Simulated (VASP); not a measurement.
Write the native input for VASP 6.6.1 that does the following.

```
Task                   : band structure
Functional             : LDA
Potentials or basis    : VASP PAW LDA potentials, release 64 (Nb_sv, As)
Cutoff                 : 520 eV
k mesh                 : 16 × 16 × 16
Occupations            : methfessel-paxton, width 0.1 eV
Spin                   : no spin polarisation
Further INCAR settings : ALGO = Fast; EDIFF = 1e-06; NBANDS = 26
```

The structure of NbAs lies in POSCAR:

```
NbAs                                    
1.0
   -1.7205983186      1.7205983186      5.7956157218
    1.7205983186     -1.7205983186      5.7956157218
    1.7205983186      1.7205983186     -5.7956157218
  Nb              As            
     2     2
Direct
     0.9987059057746208    0.9987059057746208    0.0000000000000000
     0.7487059057746208    0.2487059057746208    0.5000000000000000
     0.4172940942253760    0.4172940942253760    0.0000000000000000
     0.1672940942253760    0.6672940942253760    0.5000000000000000
```

These files were run (other wordings do the same):

INCAR

```
SYSTEM = NbAs
ALGO = Fast
EDIFF = 1E-6
ENCUT = 520
ISIF = 2
ISMEAR = 1
KPAR = 4
LASPH = .TRUE.
LCHARG = .FALSE.
LMAXMIX = 4
LREAL = .FALSE.
LWAVE = .FALSE.
NBANDS = 26
NELM = 80
PREC = Accurate
SIGMA = 0.1
```

KPOINTS

```
k-points
0
G
  16 16 16
  0 0 0
```

KPOINTS_OPT

```
explicit points
298
Reciprocal
 0.0000000000  0.0000000000  0.0000000000 1
-0.0263157895  0.0263157895  0.0000000000 1
-0.0526315789  0.0526315789  0.0000000000 1
-0.0789473684  0.0789473684  0.0000000000 1
-0.1052631579  0.1052631579  0.0000000000 1
-0.1315789474  0.1315789474  0.0000000000 1
[... 290 lines left out ...]
-0.4674687300  0.5325312700 -0.0325312700 1
-0.5325312700  0.4674687300  0.0325312700 1
```

Potentials or basis: VASP PAW LDA potentials, release 64 (Nb_sv, As).

Launch:

```bash
$ cat potpaw_LDA.64/Nb_sv/POTCAR potpaw_LDA.64/As/POTCAR > POTCAR
$ mpirun -np 4 vasp_std > vasp.out
```

It gave:

- Pressure: -3.1 GPa
- Largest force: 0.009 eV/Å
- Band gap along the path: zero within the smearing

Caveat: the cell stands under tension.

Run time: 24 min on 4 MPI ranks on Intel(R) Xeon(R) Platinum 8559C (Emerald Rapids), on a shared host, peak memory 0.93 GiB a rank.
